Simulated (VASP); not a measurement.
# Ga2O3: single point with PBE

The system is Ga2O3.

```xyz
80
Lattice="5.0580 2.9202 9.0826 -5.0580 2.9202 9.0826 0.0000 -5.8404 9.0826" Properties=species:S:1:pos:R:3 pbc="T T T"
Ga    0.0000    0.0000   11.6592
Ga    0.0000    0.0000    8.7767
Ga    0.0000    0.0000    1.9647
Ga    0.0000    0.0000    4.8472
Ga    0.0000   -2.9202   16.2005
Ga    0.0000   -2.9202   13.3180
Ga    0.0000   -2.9202    6.5060
Ga    0.0000   -2.9202    9.3885
Ga   -2.5290    1.4601   16.2005
Ga   -2.5290    1.4601   13.3180
Ga   -2.5290    1.4601    6.5060
Ga   -2.5290    1.4601    9.3885
Ga   -2.5290   -1.4601   20.7418
Ga   -2.5290   -1.4601   17.8593
Ga   -2.5290   -1.4601   11.0473
Ga   -2.5290   -1.4601   13.9299
Ga    2.5290    1.4601   16.2005
Ga    2.5290    1.4601   13.3180
Ga    2.5290    1.4601    6.5060
Ga    2.5290    1.4601    9.3885
Ga    2.5290   -1.4601   20.7418
Ga    2.5290   -1.4601   17.8593
Ga    2.5290   -1.4601   11.0473
Ga    2.5290   -1.4601   13.9299
Ga    0.0000    2.9202   20.7418
Ga    0.0000    2.9202   17.8593
Ga    0.0000    2.9202   11.0473
Ga    0.0000    2.9202   13.9299
Ga    0.0000    0.0000   25.2831
Ga    0.0000    0.0000   22.4006
Ga    0.0000    0.0000   15.5886
Ga    0.0000    0.0000   18.4712
O     0.7682    1.5896    5.6766
O     0.9926   -1.4601    5.6766
O    -1.7608   -0.1295    5.6766
O    -0.7682   -1.5896    7.9473
O     1.7608    0.1295    7.9473
O    -0.9926    1.4601    7.9473
O     0.7682   -1.3306   10.2179
O     0.9926   -4.3803   10.2179
O    -1.7608   -3.0498   10.2179
O    -0.7682   -4.5099   12.4886
O     1.7608   -2.7907   12.4886
O    -0.9926   -1.4601   12.4886
O    -1.7608    3.0498   10.2179
O    -1.5364    0.0000   10.2179
O    -4.2898    1.3306   10.2179
O    -3.2972   -0.1295   12.4886
O    -0.7682    1.5896   12.4886
O    -3.5215    2.9202   12.4886
O    -1.7608    0.1295   14.7593
O    -1.5364   -2.9202   14.7593
O    -4.2898   -1.5896   14.7593
O    -3.2972   -3.0498   17.0299
O    -0.7682   -1.3306   17.0299
O    -3.5215    0.0000   17.0299
O     3.2972    3.0498   10.2179
O     3.5215    0.0000   10.2179
O     0.7682    1.3306   10.2179
O     1.7608   -0.1295   12.4886
O     4.2898    1.5896   12.4886
O     1.5364    2.9202   12.4886
O     3.2972    0.1295   14.7593
O     3.5215   -2.9202   14.7593
O     0.7682   -1.5896   14.7593
O     1.7608   -3.0498   17.0299
O     4.2898   -1.3306   17.0299
O     1.5364    0.0000   17.0299
O     0.7682    4.5099   14.7593
O     0.9926    1.4601   14.7593
O    -1.7608    2.7907   14.7593
O    -0.7682    1.3306   17.0299
O     1.7608    3.0498   17.0299
O    -0.9926    4.3803   17.0299
O     0.7682    1.5896   19.3006
O     0.9926   -1.4601   19.3006
O    -1.7608   -0.1295   19.3006
O    -0.7682   -1.5896   21.5712
O     1.7608    0.1295   21.5712
O    -0.9926    1.4601   21.5712
```

| Item | Value |
| --- | --- |
| Program | VASP 6.6.1 |
| Task | single point |
| Functional | PBE |
| Potentials or basis | VASP PAW PBE potentials, release 64 (Ga_d, O) |
| Cutoff | 520 eV |
| k mesh | 1 × 1 × 1 |
| Occupations | fermi-dirac, width 0.01 eV |
| Spin | no spin polarisation |

```
Pressure               : 0.4 GPa
Largest force          : 0.010 eV/Å
Band gap on the k mesh : 2.53 eV
```

Forces on the atoms (eV/Å):
```
Ga   0.000  0.000  0.010
Ga   0.000  0.000 -0.010
Ga   0.000  0.000 -0.010
Ga   0.000  0.000  0.010
Ga   0.000  0.000  0.010
Ga   0.000  0.000 -0.010
Ga   0.000  0.000 -0.010
Ga   0.000  0.000  0.010
Ga   0.000  0.000  0.010
Ga   0.000  0.000 -0.010
Ga   0.000  0.000 -0.010
Ga   0.000  0.000  0.010
Ga   0.000  0.000  0.010
Ga   0.000  0.000 -0.010
Ga   0.000  0.000 -0.010
Ga   0.000  0.000  0.010
Ga   0.000  0.000  0.010
Ga   0.000  0.000 -0.010
Ga   0.000  0.000 -0.010
Ga   0.000  0.000  0.010
Ga   0.000  0.000  0.010
Ga   0.000  0.000 -0.010
Ga   0.000  0.000 -0.010
Ga   0.000  0.000  0.010
Ga   0.000  0.000  0.010
Ga   0.000  0.000 -0.010
Ga   0.000  0.000 -0.010
Ga   0.000  0.000  0.010
Ga   0.000  0.000  0.010
Ga   0.000  0.000 -0.010
Ga   0.000  0.000 -0.010
Ga   0.000  0.000  0.010
O   -0.001  0.002  0.000
O    0.003  0.000  0.000
O   -0.001 -0.002  0.000
O    0.001 -0.002  0.000
O    0.001  0.002  0.000
O   -0.003  0.000  0.000
O   -0.001  0.002  0.000
O    0.003  0.000  0.000
O   -0.001 -0.002  0.000
O    0.001 -0.002  0.000
O    0.001  0.002  0.000
O   -0.003  0.000  0.000
O   -0.001  0.002  0.000
O    0.003  0.000  0.000
O   -0.001 -0.002  0.000
O    0.001 -0.002  0.000
O    0.001  0.002  0.000
O   -0.003  0.000  0.000
O   -0.001  0.002  0.000
O    0.003  0.000  0.000
O   -0.001 -0.002  0.000
O    0.001 -0.002  0.000
O    0.001  0.002  0.000
O   -0.003  0.000  0.000
O   -0.001  0.002  0.000
O    0.003  0.000  0.000
O   -0.001 -0.002  0.000
O    0.001 -0.002  0.000
O    0.001  0.002  0.000
O   -0.003  0.000  0.000
O   -0.001  0.002  0.000
O    0.003  0.000  0.000
O   -0.001 -0.002  0.000
O    0.001 -0.002  0.000
O    0.001  0.002  0.000
O   -0.003  0.000  0.000
O   -0.001  0.002  0.000
O    0.003  0.000  0.000
O   -0.001 -0.002  0.000
O    0.001 -0.002  0.000
O    0.001  0.002  0.000
O   -0.003  0.000  0.000
O   -0.001  0.002  0.000
O    0.003  0.000  0.000
O   -0.001 -0.002  0.000
O    0.001 -0.002  0.000
O    0.001  0.002  0.000
O   -0.003  0.000  0.000
```

Stress tensor (GPa, compression positive):
```
0.61 0.00 0.00
0.00 0.61 0.00
0.00 0.00 0.03
```

Levels at points of the mesh, in eV from the valence-band top:
```csv
k point,band 349,band 350,band 351,band 352,band 353,band 354,band 355,band 356
"(0.00, 0.00, 0.00)",0.00,0.00,0.00,0.00,2.53,5.61,5.61,6.13
```

Run time: 24 min on 1 thread of Intel Xeon 8259CL, with other jobs on the host, peak memory 0.96 GiB.

Caveat: the k points lie up to 0.75 Å⁻¹ apart; an odd mesh through Γ misses points on the zone boundary, where band edges can lie.
